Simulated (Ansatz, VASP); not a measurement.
**SnC3 in VASP and in Ansatz**

File INCAR:

```
ALGO     = Normal         # electronic algorithm
EDIFF    = 1E-7           # SCF threshold, eV
ENCUT    = 520            # plane-wave cutoff, eV
GGA      = PE             # functional
ISIF     = 2              # what is computed and relaxed
ISMEAR   = -1             # smearing method
LASPH    = True           # aspherical terms in the spheres
LCHARG   = False          # write CHGCAR
LREAL    = False          # projectors in reciprocal space
LWAVE    = False          # write WAVECAR
NBANDS   = 21             # bands
NELM     = 60             # most SCF steps
PREC     = Accurate       # precision mode
SIGMA    = 0.02           # smearing width, eV
```

The input KPOINTS:

```
k-points
0
Gamma
  8 8 6
```

Contents of POSCAR:

```
SnC3
1.0
    3.0980437728      0.0000000000      0.0000000000
    0.0000000000      3.0980437728      0.0000000000
    0.0000000000      0.0000000000      4.5549413673
C Sn
3 1
Direct
    0.5000000000      0.0000000000      0.8150916520
    0.5000000000      0.5000000000      0.0000000000
    0.0000000000      0.5000000000      0.1849083480
    0.0000000000      0.0000000000      0.5000000000
```

Input for Ansatz:

```yaml
crystal:
  lattice:
    - [3.0980437728, 0.0, 0.0]
    - [0.0, 3.0980437728, 0.0]
    - [0.0, 0.0, 4.5549413673]
  atoms:
    - { symbol: C, position: [0.5, 0.0, 0.815091652] }
    - { symbol: C, position: [0.5, 0.5, 0.0] }
    - { symbol: C, position: [0.0, 0.5, 0.184908348] }
    - { symbol: Sn, position: [0.0, 0.0, 0.5] }
kpoints:
  mp_grid: { grid: [8, 8, 6] }
  band_path:
    path:
      - [0.0, 0.0, 0.0]
      - [0.0, 0.5, 0.0]
      - [0.5, 0.5, 0.0]
      - [0.0, 0.0, 0.5]
      - [0.0, 0.5, 0.5]
      - [0.5, 0.5, 0.5]
    npoints: 1
hamiltonian:
  xc: pbe
scf:
  occupations: { method: fermi_dirac, width: 0.02 }
  n_extra_bands: 5
output:
  forces: true
  stress: true
  eigenvalues: true
```

Change from the starting cell: epitaxial_xy strain +4.0%.

Alike in both runs: task single point; functional PBE; k mesh 8 × 8 × 6; occupations fermi-dirac, width 0.02 eV; no spin polarisation.

|  | VASP | Ansatz |
| --- | --- | --- |
| version | VASP 6.6.1 | Ansatz 0.2.0 |
| potentials or method | VASP PAW PBE potentials, release 64 (C, Sn_d) | plane waves, PAW |
| plane-wave cutoff (eV) | 520 | 420 |
| valence electrons in the cell | 26 | 26 |

```tsv
	VASP	Ansatz	Ansatz less VASP
pressure (GPa)	-6.1	-6.0	+0.02
traceless stress, the component that is largest in VASP (GPa)	8.75	8.81	+0.054
rms of the force components (eV/Å)	0.134	0.138	+0.0041
```

Atom by atom the forces differ by 0.004 eV/Å (rms over components).
